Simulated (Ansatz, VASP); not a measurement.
# One calculation of MnO, two programs

```
CELL_PARAMETERS angstrom
2.86967 0.00000 0.00000
0.00000 3.76916 0.00000
0.00000 0.00000 6.17549
ATOMIC_POSITIONS crystal
Mn 0.50000 0.50000 0.22902
Mn 0.50000 0.50000 0.77098
Mn 0.00000 0.00000 0.50000
O 0.50000 0.00000 0.28804
O 0.00000 0.50000 0.00000
O 0.50000 0.00000 0.71196
```

Alike in both runs: functional PBE; k mesh 6 × 6 × 4; occupations gaussian, width 0.1 eV; collinear spin.

Ansatz relaxed the structure, and its values are those at the end. VASP's run is a single point on that final structure, the one shown.

|  | VASP | Ansatz |
| --- | --- | --- |
| version | VASP 6.6.1 | Ansatz 0.2.0 |
| potentials or method | VASP PAW PBE potentials, release 64 (Mn_pv, O), cutoff 520 eV | scalar-relativistic, plane waves, PAW |
| valence electrons in the cell | 57 | 63 |

VASP gave:

```
gap on the k mesh at the Fermi level (eV)                     : none
pressure (GPa)                                                : 0.9
rms of the force components (eV/Å)                            : 0.013
net moment per atom (μB)                                      : 1.58
size of the moment on the site where the two differ most (μB) : 3.24
```

Task: Estimate Ansatz's values.

Result: gap on the k mesh at the Fermi level (eV): none; pressure (GPa): 0.0; rms of the force components (eV/Å): 0.001; net moment per atom (μB): 1.58; size of the moment on the site where the two differ most (μB): 2.84.

Site moments also hang on the region over which each program counts them. A gap of «none» marks a metal or a gap that the smearing closes. VASP's potentials hold 57 valence electrons a cell and Ansatz's 63, so a difference there can come from the potentials and not from the codes. Ansatz's warnings: cell relax basis refresh.

The k mesh is coarse, so the values compare programs but aren't converged.
